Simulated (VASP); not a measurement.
# Si2W (P3_221) in VASP: single point with PBEsol

Aim: the single point of Si2W with PBEsol.

All numbers are computed with VASP 6.6.1; they aren't measurements. Logs are shortened: lines on timing, memory, paths and dates and some standing lists are left out, and cuts for length are marked.

## 1. The cell of the first run

The structure is trigonal, space group P3_221 (No. 154). Conventional cell: a = 4.576 Å, b = 4.576 Å, c = 6.603 Å, α = 90.00°, β = 90.00°, γ = 120.00°. Si (site symmetry 1) has 9 Si at 2.55 to 3.20 Å and 5 W at 2.56 to 2.66 Å within 3.4 Å. Within 3.4 Å of W (site symmetry 2) lie 10 Si at 2.56 to 2.66 Å and 4 W at 3.17 Å.

## 2. Single point, PBEsol (atoms displaced along a vibrational mode)

INCAR

```
SYSTEM = Si2W
PREC     = Accurate       ! precision mode
ENCUT    = 520            ! plane-wave cutoff, eV
EDIFF    = 1E-6           ! SCF threshold, eV
ISMEAR   = 0              ! smearing method
SIGMA    = 0.15           ! smearing width, eV
LREAL    = .False.        ! projectors in reciprocal space
LASPH    = .True.         ! aspherical terms in the spheres
NELM     = 80             ! most SCF steps
ALGO     = Fast           ! electronic algorithm
ISIF     = 2              ! what is computed and relaxed
LWAVE    = .False.        ! write WAVECAR
LCHARG   = .False.        ! write CHGCAR
GGA      = PS             ! functional
NBANDS   = 43             ! bands
```

KPOINTS

```
regular mesh
0
Gamma
  12 12 6
  0 0 0
```

POSCAR

```
Si2W
1.0
    4.5760866017      0.0000000000      0.0000000000
   -2.2880433009      3.9630072470      0.0000000000
    0.0000000000      0.0000000000      6.6033074698
Si W
6 3
Direct
    0.8413786747      0.6723587749      0.4988375396
    0.1586213253      0.8309801003      0.8344957937
    0.6723587749      0.8413786747      0.1678291270
    0.1690198997      0.3276412251      0.5011624604
    0.8309801003      0.1586213253      0.8321708730
    0.3276412251      0.1690198997      0.1655042063
    0.0000000000      0.4993940154      0.1666666667
    0.5006059846      0.5006059846      0.8333333333
    0.4993940154      0.0000000000      0.5000000000
```

Potentials or basis: VASP PAW PBE potentials, release 64 (Si, W_sv).

The run is started by

```
cat potpaw_PBE.64/Si/POTCAR potpaw_PBE.64/W_sv/POTCAR > POTCAR
mpirun -np 1 vasp_std > vasp.out
```

OUTCAR:

```text
SYSTEM = Si2W
   PREC = Accurate
   ENCUT = 520
   EDIFF = 1E-6
   ISMEAR = 0
   LREAL = .False.
   LASPH = .True.
   NELM = 80
   ISIF = 2
   GGA = PS

 ion  position               nearest neighbor table
   1  0.841  0.672  0.499-   2 2.55   7 2.56   3 2.56   8 2.59   4 2.60   9 2.61   9 2.65   9 2.66
                             4 2.66   4 2.66   6 3.15   5 3.15
   2  0.159  0.831  0.834-   1 2.55   7 2.56   6 2.56   9 2.59   5 2.60   8 2.61   8 2.65   8 2.66
                             5 2.66   5 2.66   3 3.15   4 3.15
   3  0.672  0.841  0.168-   5 2.55   9 2.56   1 2.56   8 2.59   6 2.60   7 2.61   7 2.65   7 2.66
                             6 2.66   6 2.66   2 3.15   4 3.15
   4  0.169  0.328  0.501-   6 2.55   8 2.56   5 2.56   7 2.59   1 2.60   9 2.61   9 2.65   9 2.66
                             1 2.66   1 2.66   2 3.15   3 3.15
   5  0.831  0.159  0.832-   3 2.55   9 2.56   4 2.56   7 2.59   2 2.60   8 2.61   8 2.65   8 2.66
                             2 2.66   2 2.66   6 3.15   1 3.15
   6  0.328  0.169  0.166-   4 2.55   8 2.56   2 2.56   9 2.59   3 2.60   7 2.61   7 2.65   7 2.66
                             3 2.66   3 2.66   1 3.15   5 3.15
   7  0.000  0.499  0.167-   1 2.56   2 2.56   4 2.59   5 2.59   3 2.61   6 2.61   6 2.65   3 2.65
                             6 2.66   3 2.66   9 3.17   9 3.17   8 3.17   8 3.17
   8  0.501  0.501  0.833-   4 2.56   6 2.56   1 2.59   3 2.59   2 2.61   5 2.61   5 2.65   2 2.65
                             5 2.66   2 2.66   9 3.17   9 3.17   7 3.17   7 3.17
   9  0.499  0.000  0.500-   3 2.56   5 2.56   6 2.59   2 2.59   1 2.61   4 2.61   4 2.65   1 2.65
                             4 2.66   1 2.66   7 3.17   7 3.17   8 3.17   8 3.17

  LATTYP: Found a hexagonal cell.
 ALAT       =     4.5760866017
 C/A-ratio  =     1.4430031694

  Lattice vectors:

 A1 = (   4.5760866017,   0.0000000000,   0.0000000000)
 A2 = (  -2.2880433009,   3.9630072470,   0.0000000000)
 A3 = (   0.0000000000,   0.0000000000,   6.6033074698)

Analysis of symmetry for initial positions (statically):
=====================================================================
 Subroutine PRICEL returns:
 Original cell was already a primitive cell.

 Routine SETGRP: Setting up the symmetry group for a
 hexagonal supercell.

 Subroutine GETGRP returns: Found  6 space group operations
 (whereof  2 operations were pure point group operations)
 out of a pool of 24 trial point group operations.

The static configuration has the point symmetry C_2 .
 The point group associated with its full space group is D_3 .

Analysis of symmetry for dynamics (positions and initial velocities):
=====================================================================
 Subroutine PRICEL returns:
 Original cell was already a primitive cell.

 Routine SETGRP: Setting up the symmetry group for a
 hexagonal supercell.

 Subroutine GETGRP returns: Found  6 space group operations
 (whereof  2 operations were pure point group operations)
 out of a pool of 24 trial point group operations.

The dynamic configuration has the point symmetry C_2 .
 The point group associated with its full space group is D_3 .

 Subroutine INISYM returns: Found  6 space group operations
 (whereof  2 operations are pure point group operations),
 and found     1 'primitive' translations

----------------------------------------------------------------------------------------

                                     Primitive cell

  volume of cell :     119.7514

  direct lattice vectors                    reciprocal lattice vectors
     4.576086602  0.000000000  0.000000000     0.218527333  0.126166814  0.000000000
    -2.288043301  3.963007247  0.000000000     0.000000000  0.252333629  0.000000000
     0.000000000  0.000000000  6.603307470     0.000000000  0.000000000  0.151439260

  length of vectors
     4.576086602  4.576086602  6.603307470     0.252333629  0.252333629  0.151439260

  position of ions in fractional coordinates (direct lattice)
     0.841378675  0.672358775  0.498837540
     0.158621325  0.830980100  0.834495794
     0.672358775  0.841378675  0.167829127
     0.169019900  0.327641225  0.501162460
     0.830980100  0.158621325  0.832170873
     0.327641225  0.169019900  0.165504206
     0.000000000  0.499394015  0.166666667
     0.500605985  0.500605985  0.833333333
     0.499394015  0.000000000  0.500000000

  ion indices of the primitive-cell ions
   primitive index   ion index
                 1           1
                 2           2
                 3           3
                 4           4
                 5           5
                 6           6
                 7           7
                 8           8
                 9           9

----------------------------------------------------------------------------------------

 KPOINTS: regular mesh

Automatic generation of k-mesh.
 Grid dimensions read from file:
 generate k-points for:   12   12    6

 Generating k-lattice:

  Cartesian coordinates                     Fractional coordinates (reciprocal lattice)
     0.018210611  0.010513901  0.000000000     0.083333333  0.000000000  0.000000000
     0.000000000  0.021027802  0.000000000     0.000000000  0.083333333  0.000000000
     0.000000000  0.000000000  0.025239877     0.000000000  0.000000000  0.166666667

  Length of vectors
     0.021027802  0.021027802  0.025239877

  Shift w.r.t. Gamma in fractional coordinates (k-lattice)
     0.000000000  0.000000000  0.000000000

 Subroutine IBZKPT returns following result:
 ===========================================

 Found    100 irreducible k-points:

 Following reciprocal coordinates:
            Coordinates               Weight
  0.000000  0.000000  0.000000      1.000000
  0.083333  0.000000  0.000000      6.000000
  0.166667 -0.000000  0.000000      6.000000
  0.250000 -0.000000  0.000000      6.000000
  0.333333 -0.000000  0.000000      6.000000
  0.416667  0.000000  0.000000      6.000000
[... 16 lines left out ...]
  0.166667 -0.000000  0.166667      6.000000
  0.000000  0.166667  0.166667      6.000000
 [... further k-points ...]
   k-points           NKPTS =    100   k-points in BZ     NKDIM =    100   number of bands    NBANDS=     43
   number of dos      NEDOS =    301   number of ions     NIONS =      9
   total plane-waves  NPLWV =  64800
   dimension x,y,z NGX =    36 NGY =   36 NGZ =   50
   dimension x,y,z NGXF=    72 NGYF=   72 NGZF=  100
   ions per type =               6   3
   NGX,Y,Z   is equivalent  to a cutoff of  13.08, 13.08, 12.59 a.u.
   NGXF,Y,Z  is equivalent  to a cutoff of  26.16, 26.16, 25.18 a.u.
 SYSTEM =  Si2W
   PREC   = accura    normal or accurate (medium, high low for compatibility)
   ISTART =      0    job   : 0-new  1-cont  2-samecut
   ICHARG =      2    charge: 1-file 2-atom 10-const
   ISPIN  =      1    spin polarized calculation?
   LNONCOLLINEAR =      F non collinear calculations
   LSORBIT =      F    spin-orbit coupling
   LASPH  =      T    aspherical Exc in radial PAW
   ENCUT  =  520.0 eV  38.22 Ry    6.18 a.u.   8.51  8.51 12.28*2*pi/ulx,y,z
   NELM   =     80;   NELMIN=  2; NELMDL= -5     # of ELM steps
   EDIFF  = 0.1E-05   stopping-criterion for ELM
   LREAL  =      F    real-space projection
   EDIFFG = 0.1E-04   stopping-criterion for IOM
   NSW    =      0    number of steps for IOM
   IBRION =     -1    ionic relax: 0-MD 1-quasi-New 2-CG
   NFREE  =      0    steps in history (QN), initial steepest desc. (CG)
   ISIF   =      2    stress and relaxation
   ISYM   =      2    0-nonsym 1-usesym 2-fastsym
   POTIM  = 0.5000    time-step for ionic-motion
   TEBEG  =    0.0;   TEEND  =   0.0 temperature during run
   PSTRESS=    0.0 pullay stress
   NELECT =      66.0000    total number of electrons
   NUPDOWN=      -1.0000    fix difference up-down
   EMIN   =  10.00;   EMAX   =-10.00  energy-range for DOS
   EFERMI =   0.00;   METHOD = LEGACY
   ISMEAR =     0;   SIGMA  =   0.15  broadening in eV -4-tet -1-fermi 0-gaus
   EFERMI_NEDOS =   21; number of points for ismear=-14 and -15
   IALGO  =     68    algorithm
   IMIX   =      4    mixing-type and parameters
     AMIX     =   0.40;   BMIX     =  1.00
     AMIX_MAG =   1.60;   BMIX_MAG =  1.00
  volume/ion in A,a.u.               =      13.31        89.79
  Fermi-wavevector in a.u.,A,eV,Ry     =   1.342237  2.536461 24.512265  1.801601
  Thomas-Fermi vector in A             =   2.470407
   LORBIT       =      0    0 simple, 1 ext, 2 COOP (PROOUT), +10 PAW based schemes
   GGA     = PS    functional components
   LHFCALC =     F    Hartree Fock is set to
   AEXX    =    0.0000 exact exchange contribution
   IVDW    =     0    specifies the selected vdW correction
   LEPSILON=     F    determine dielectric tensor
   LRPA    =     F    only Hartree local field effects (RPA)
 non-spin polarized calculation
 RMM-DIIS sequential band-by-band and
 Gauss-broadening in eV      SIGMA  =   0.15
  energy-cutoff  :      520.00
  volume of cell :      119.75
 maximum number of plane-waves:      3300
 NGX is ok and might be reduce to    36
   NGX = 17   NGY = 17   NGZ = 25

 number of electron      66.0000002 magnetization

 Free energy of the ion-electron system (eV)
  ---------------------------------------------------
  ext. energy  EPLUGINS =         0.00000000
  ---------------------------------------------------
  free energy    TOTEN  =       -79.29875126 eV

  energy without entropy =      -79.29615707  energy(sigma->0) =      -79.29745416

 E-fermi :  12.6499     XC(G=0): -12.6662

 val. band max:       12.6495363466   @ k =   0.5000  -0.0000   0.0000
 cond. band min:      12.8039221299   @ k =   0.4167   0.0000   0.0000
 fundamental gap:      0.1543857832
 Fermi energy:        12.6499150947

 k-point     1 :       0.0000    0.0000    0.0000
  band No.  band energies     occupation
      1     -61.6229      2.00000
      2     -61.6094      2.00000
      3     -61.6094      2.00000
      4     -26.0193      2.00000
      5     -26.0145      2.00000
      6     -26.0145      2.00000
[... 35 lines left out ...]
     42      15.6918      0.00000
     43      16.0472      0.00000

 k-point     2 :       0.0833    0.0000    0.0000
  band No.  band energies     occupation
      1     -61.6227      2.00000
      2     -61.6096      2.00000
      3     -61.6094      2.00000
      4     -26.0298      2.00000
      5     -26.0168      2.00000
      6     -26.0056      2.00000
[... 35 lines left out ...]
     42      15.5225      0.00000
     43      16.4287      0.00000

 k-point     3 :       0.1667   -0.0000    0.0000
  band No.  band energies     occupation
      1     -61.6220      2.00000
      2     -61.6102      2.00000
      3     -61.6094      2.00000
      4     -26.0419      2.00000
      5     -26.0222      2.00000
      6     -25.9990      2.00000
[... 35 lines left out ...]
     42      15.6835      0.00000
     43      16.4833      0.00000

 k-point     4 :       0.2500   -0.0000    0.0000
  band No.  band energies     occupation
      1     -61.6211      2.00000
      2     -61.6111      2.00000
      3     -61.6094      2.00000
      4     -26.0522      2.00000
      5     -26.0287      2.00000
      6     -25.9969      2.00000
[... 863 lines left out ...]
     42      16.0081      0.00000
     43      16.1170      0.00000

 k-point    23 :       0.1667   -0.0000    0.1667
  band No.  band energies     occupation
      1     -61.6216      2.00000
      2     -61.6125      2.00000
      3     -61.6076      2.00000
      4     -26.0464      2.00000
      5     -26.0249      2.00000
      6     -25.9968      2.00000
[... 35 lines left out ...]
     42      15.8455      0.00000
     43      16.3505      0.00000

 k-point    24 :       0.0000    0.1667    0.1667
  band No.  band energies     occupation
      1     -61.6216      2.00000
      2     -61.6125      2.00000
      3     -61.6076      2.00000
      4     -26.0464      2.00000
      5     -26.0249      2.00000
      6     -25.9967      2.00000
[... 35 lines left out ...]
     42      15.8485      0.00000
     43      16.3338      0.00000

 [... further k-points ...]

------------------------ aborting loop because EDIFF is reached ----------------------------------------

  FORCE on cell =-STRESS in cart. coord.  units (eV):
  Direction    XX          YY          ZZ          XY          YZ          ZX
  --------------------------------------------------------------------------------------
  -------------------------------------------------------------------------------------
  Total        0.3119269      0.3119269      0.3478377     -0.0000000     -0.0000000     -0.0000000
  in kB        4.1733304      4.1733304      4.6537885     -0.0000000     -0.0000000     -0.0000000
  external PRESSURE =       4.3334831 kB  Pullay stress =       0.0000000 kB

 VOLUME and BASIS-vectors are now :
 -----------------------------------------------------------------------------
  energy-cutoff  :      520.00
  volume of cell :      119.75
      direct lattice vectors                 reciprocal lattice vectors
     4.576086602  0.000000000  0.000000000     0.218527333  0.126166814  0.000000000
    -2.288043301  3.963007247  0.000000000     0.000000000  0.252333629  0.000000000
     0.000000000  0.000000000  6.603307470     0.000000000  0.000000000  0.151439260

 POSITION                                       TOTAL-FORCE (eV/Angst)
 -----------------------------------------------------------------------------------
      2.31184      2.66456      3.29398        -0.208292      0.004294      0.067747
     -1.17545      3.29318      5.51043         0.100428      0.182533     -0.067747
      1.15166      3.33439      1.10823         0.107865     -0.178240     -0.067747
      0.02379      1.29844      3.30933        -0.208292     -0.004294     -0.067747
      3.43970      0.62862      5.49508         0.107865      0.178240      0.067747
      1.11259      0.66983      1.09288         0.100428     -0.182533      0.067747
     -1.14264      1.97910      1.10055        -0.079222      0.137216     -0.000000
      1.14541      1.98391      5.50276        -0.079222     -0.137216     -0.000000
      2.28527      0.00000      3.30165         0.158444     -0.000000     -0.000000
 -----------------------------------------------------------------------------------
    total drift:                               -0.000001      0.000000      0.000000

  FREE ENERGIE OF THE ION-ELECTRON SYSTEM (eV)
  ---------------------------------------------------
  free  energy   TOTEN  =       -79.2987512627 eV

  energy  without entropy=      -79.2961570667  energy(sigma->0) =      -79.29745416
```

It took 15 min on 1 thread of Oxide Virtual Turin-like, shared host; peak memory 0.48 GiB.

What came out:

```yaml
Free_energy: -79.2988 eV
Pressure: 0.4 GPa
Largest_force: 0.219 eV/Å
Band_gap_on_the_k_mesh: 0.01 eV (least direct gap 0.67 eV)
```

Forces in eV/Å, atoms in the order of the input:
```
Si  -0.208  0.004  0.068
Si   0.100  0.183 -0.068
Si   0.108 -0.178 -0.068
Si  -0.208 -0.004 -0.068
Si   0.108  0.178  0.068
Si   0.100 -0.183  0.068
W   -0.079  0.137  0.000
W   -0.079 -0.137  0.000
W    0.158  0.000  0.000
```

Caveat: the cell differs from its parent crystal (atoms displaced along a vibrational mode); the smearing spreads over this small gap; the PAW data sets were made with another functional, which shifts forces and pressure a little; spin-orbit coupling is left out, which moves the levels of the heavy elements.

The gap in the log of VASP goes by the Fermi energy; the results here count the filled bands.